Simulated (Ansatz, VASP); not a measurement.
# One calculation of TaTlO2, two programs

```
Ta Tl O
1.0
     3.30595    0.00000    0.00000
    -1.65298    2.86304    0.00000
     0.00000    0.00000    8.32367
Ta Tl O
1 1 2
Cartesian
  0.0000 0.0000 4.1618
  0.0000 0.0000 0.0000
  0.0000 1.9087 4.1618
  1.6530 0.9543 4.1618
```

Alike in both runs: task relaxation of cell and atoms; functional PBE; k mesh 6 × 6 × 2; occupations gaussian, width 0.1 eV; no spin polarisation.

|  | VASP | Ansatz |
| --- | --- | --- |
| version | VASP 6.6.1 | Ansatz 0.2.0 |
| potentials or method | VASP PAW PBE potentials, release 64 (Ta_pv, Tl_d, O), cutoff 600 eV | scalar-relativistic, plane waves, PAW |
| valence electrons in the cell | 36 | 38 |

|  | VASP | Ansatz | Ansatz less VASP |
| --- | --- | --- | --- |
| gap on the k mesh at the Fermi level, each at its own relaxed structure (eV) | none | none | - |
| relaxed volume (Å³/atom) | 17.35 | 17.38 | +0.033 |
| relaxed length of the cell vector where the two differ most in proportion (Å) | 5.921 | 5.940 | +0.0190 |

A gap of «none» marks a metal or a gap that the smearing closes. VASP's potentials hold 36 valence electrons a cell and Ansatz's 38, so a difference there can come from the potentials and not from the codes.

The k mesh is coarse, so the values compare programs but aren't converged. Neither program's run includes spin-orbit coupling.
